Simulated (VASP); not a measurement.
# CaO (P6_3/mmc) in VASP: notebook, part 2 of 2

VASP 6.6.1.

### Step 5. Single point, PBE

INCAR

```
PREC = Accurate ; ENCUT = 520
EDIFF = 1E-6 ; ISMEAR = 0
SIGMA = 0.01 ; LREAL = False
LASPH = True ; NELM = 100
ALGO = Normal ; ISIF = 2
LWAVE = False ; LCHARG = False
GGA = PE ; NBANDS = 24
```

KPOINTS

```
regular mesh
0
Gamma
  6 6 4
```

POSCAR

```
CaO
1.0
    3.3199366186      0.0000000000      0.0000000000
   -1.6599683093      2.8751494507      0.0000000000
    0.0000000000      0.0000000000      5.8143085453
Ca O
2 2
Direct
    0.0000000000      0.0000000000      0.0000000000
    0.0000000000      0.0000000000      0.5000000000
    0.3333333333      0.6666666667      0.2500000000
    0.6666666667      0.3333333333      0.7500000000
```

Potentials or basis: VASP PAW PBE potentials, release 64 (Ca_sv, O).

On the command line:

```
> cat potpaw_PBE.64/Ca_sv/POTCAR potpaw_PBE.64/O/POTCAR > POTCAR
> mpirun -np 1 vasp_std > vasp.out
```

OUTCAR:

```text
PREC = Accurate
   ENCUT = 520
   EDIFF = 1E-6
   ISMEAR = 0
   LREAL = False
   LASPH = True
   NELM = 100
   ISIF = 2
   GGA = PE

 ion  position               nearest neighbor table
   1  0.000  0.000  0.000-   3 2.41   4 2.41   4 2.41   3 2.41   4 2.41   3 2.41   2 2.91   2 2.91

   2  0.000  0.000  0.500-   3 2.41   4 2.41   4 2.41   3 2.41   4 2.41   3 2.41   1 2.91   1 2.91

   3  0.333  0.667  0.250-   1 2.41   2 2.41   1 2.41   2 2.41   1 2.41   2 2.41
   4  0.667  0.333  0.750-   1 2.41   2 2.41   1 2.41   2 2.41   1 2.41   2 2.41

[... 764 lines left out ...]
  Direction    XX          YY          ZZ          XY          YZ          ZX
  --------------------------------------------------------------------------------------
  -------------------------------------------------------------------------------------
  Total        1.0474406      1.0474406      1.3017503      0.0000000     -0.0000000     -0.0000000
  in kB       30.2379047     30.2379047     37.5794122      0.0000000     -0.0000000     -0.0000000
  external PRESSURE =      32.6850739 kB  Pullay stress =       0.0000000 kB

 VOLUME and BASIS-vectors are now :
 -----------------------------------------------------------------------------
  energy-cutoff  :      520.00
  volume of cell :       55.50
      direct lattice vectors                 reciprocal lattice vectors
     3.319936619  0.000000000  0.000000000     0.301210570  0.173904003  0.000000000
    -1.659968309  2.875149451  0.000000000     0.000000000  0.347808007  0.000000000
     0.000000000  0.000000000  5.814308545     0.000000000  0.000000000  0.171989497

 POSITION                                       TOTAL-FORCE (eV/Angst)
 -----------------------------------------------------------------------------------
      0.00000      0.00000      0.00000        -0.000000     -0.000000      0.000000
      0.00000      0.00000      2.90715        -0.000000     -0.000000      0.000000
     -0.00000      1.91677      1.45358        -0.000000      0.000000      0.000000
      1.65997      0.95838      4.36073         0.000000     -0.000000     -0.000000
 -----------------------------------------------------------------------------------
    total drift:                                0.000000     -0.000000      0.000000

  FREE ENERGIE OF THE ION-ELECTRON SYSTEM (eV)
  ---------------------------------------------------
  free  energy   TOTEN  =       -24.9486723971 eV

  energy  without entropy=      -24.9486723971  energy(sigma->0) =      -24.94867240
```

OSZICAR:

```text
N       E                     dE             d eps       ncg     rms          rms(c)
DAV:   1     0.324987609938E+03    0.32499E+03   -0.16484E+04  1008   0.137E+03
DAV:   2    -0.476539029617E+01   -0.32975E+03   -0.31181E+03  1184   0.387E+02
DAV:   3    -0.277298017204E+02   -0.22964E+02   -0.22768E+02  1656   0.102E+02
DAV:   4    -0.284282988140E+02   -0.69850E+00   -0.69783E+00  1272   0.152E+01
DAV:   5    -0.284372328095E+02   -0.89340E-02   -0.89333E-02  1464   0.163E+00    0.121E+01
DAV:   6    -0.249574843093E+02    0.34797E+01   -0.17868E+01  1384   0.278E+01    0.489E+00
DAV:   7    -0.249544268813E+02    0.30574E-02   -0.19521E+00  1320   0.903E+00    0.259E+00
DAV:   8    -0.249588256125E+02   -0.43987E-02   -0.27714E-01  1184   0.367E+00    0.840E-01
DAV:   9    -0.249472022503E+02    0.11623E-01   -0.93542E-02  1592   0.176E+00    0.192E-01
DAV:  10    -0.249488477764E+02   -0.16455E-02   -0.92240E-03  1224   0.680E-01    0.984E-02
DAV:  11    -0.249487068230E+02    0.14095E-03   -0.23708E-03  1304   0.291E-01    0.494E-02
DAV:  12    -0.249486735208E+02    0.33302E-04   -0.23737E-04  1296   0.105E-01    0.131E-02
DAV:  13    -0.249486722000E+02    0.13208E-05   -0.23749E-05  1256   0.297E-02    0.301E-03
DAV:  14    -0.249486723971E+02   -0.19705E-06   -0.84244E-07   872   0.657E-03
   1 F= -.24948672E+02 E0= -.24948672E+02  d E =-.264999E-35
```

Wall time 34 s (1 thread of Intel Xeon Platinum 8259CL at 2.50GHz (Skylake/Cascade Lake), shared host); peak memory 0.19 GiB.

What came out:

* Free energy: -24.9487 eV
* Pressure: 3.3 GPa
* Band gap on the k mesh: 3.83 eV

Levels at points of the mesh, in eV from the valence-band top:
```csv
k point,band 14,band 15,band 16,band 17,band 18,band 19
"(0.00, 0.00, 0.00)",-0.24,0.00,0.00,3.83,4.92,6.38
"(0.50, 0.00, 0.00)",-1.24,-0.80,-0.36,3.92,5.92,7.05
"(0.00, 0.00, 0.50)",-0.59,-0.59,-0.59,5.86,5.86,6.75
"(0.50, 0.00, 0.50)",-1.10,-0.81,-0.81,5.06,5.06,8.12
```

Caveat: the cell stands under pressure.

### Step 6. Single point, r2SCAN

POSCAR is that of step 5.

INCAR.step1

```
PREC     = Accurate       # precision mode
ENCUT    = 520            # plane-wave cutoff, eV
ISMEAR   = 0              # smearing method
SIGMA    = 0.01           # smearing width, eV
LREAL    = False          # projectors in reciprocal space
LASPH    = True           # aspherical terms in the spheres
NELM     = 80             # most SCF steps
NBANDS   = 24             # bands
GGA      = PE             # functional
ALGO     = Normal         # electronic algorithm
EDIFF    = 1E-4           # SCF threshold, eV
LWAVE    = True           # write WAVECAR
LCHARG   = False          # write CHGCAR
```

INCAR.step2

```
PREC     = Accurate       # precision mode
ENCUT    = 520            # plane-wave cutoff, eV
EDIFF    = 1E-6           # SCF threshold, eV
ISMEAR   = 0              # smearing method
SIGMA    = 0.01           # smearing width, eV
LREAL    = False          # projectors in reciprocal space
LASPH    = True           # aspherical terms in the spheres
NELM     = 80             # most SCF steps
ALGO     = Normal         # electronic algorithm
ISIF     = 2              # what is computed and relaxed
LWAVE    = False          # write WAVECAR
LCHARG   = False          # write CHGCAR
METAGGA  = R2SCAN         # meta-GGA
LMIXTAU  = True         
NBANDS   = 24             # bands
ISTART   = 1
```

KPOINTS

```
Automatic mesh
0
Gamma
  6 6 2
```

Potentials or basis: VASP PAW PBE potentials, release 64 (Ca_sv, O).

On the command line:

```
> cat potpaw_PBE.64/Ca_sv/POTCAR potpaw_PBE.64/O/POTCAR > POTCAR
> cp INCAR.step1 INCAR
> mpirun -np 1 vasp_std > vasp.out
> cp INCAR.step2 INCAR
> mpirun -np 1 vasp_std > vasp.out
```

Run time: 1.7 min. Hardware: 1 thread of Intel Xeon Platinum 8259CL at 2.50GHz (Skylake/Cascade Lake), shared host; peak memory 0.2 GiB.

The run converged. Its results:

```
Free energy            : -38.2475 eV
Pressure               : 1.1 GPa
Band gap on the k mesh : 4.40 eV
```

Stress tensor (GPa, compression positive):
```
0.98 0.00 0.00
0.00 0.98 0.00
0.00 0.00 1.20
```

Levels at points of the mesh, in eV from the valence-band top:
```tsv
k point	band 13	band 14	band 15	band 16	band 17	band 18	band 19	band 20
(0.00, 0.00, 0.00)	-1.07	-0.24	0.00	0.00	4.40	5.64	7.02	7.02
(0.50, 0.00, 0.00)	-1.24	-1.24	-0.80	-0.36	4.48	6.53	7.70	8.30
(0.00, 0.00, 0.50)	-0.58	-0.58	-0.58	-0.58	6.46	6.46	7.48	7.48
(0.50, 0.00, 0.50)	-1.10	-1.10	-0.80	-0.80	5.64	5.64	8.81	8.81
```

Caveat: the k points lie up to 0.54 Å⁻¹ apart; the PAW data sets were made with another functional, which shifts forces and pressure a little. A k mesh can miss the band edges.

### Step 7. Summary

| level | potentials or basis | k mesh | gap on the mesh (eV) | pressure (GPa) |
| --- | --- | --- | --- | --- |
| PBE | VASP PAW PBE potentials, release 64 (Ca_sv, O) | 6 × 6 × 2 | 3.83 | 3.3 |
| LDA | VASP PAW LDA potentials, release 64 (Ca_sv, O) | 6 × 6 × 2 | 3.66 | -5.2 |
| PBE | VASP PAW PBE potentials, release 64 (Ca_sv, O) | 6 × 6 × 4 | 3.83 | 3.3 |
| r2SCAN | VASP PAW PBE potentials, release 64 (Ca_sv, O) | 6 × 6 × 2 | 4.40 | 1.1 |

Alike in all rows: task single point; no spin polarisation; cell as given; cutoff (eV) 520; smearing gaussian 0.01 eV.

Caveats: some runs use coarse meshes; the cell stands under pressure (at least some runs); the PAW data sets were made with another functional, which shifts forces and pressure a little (at least some runs).

Absolute energies hang on the potentials; compare differences alone.
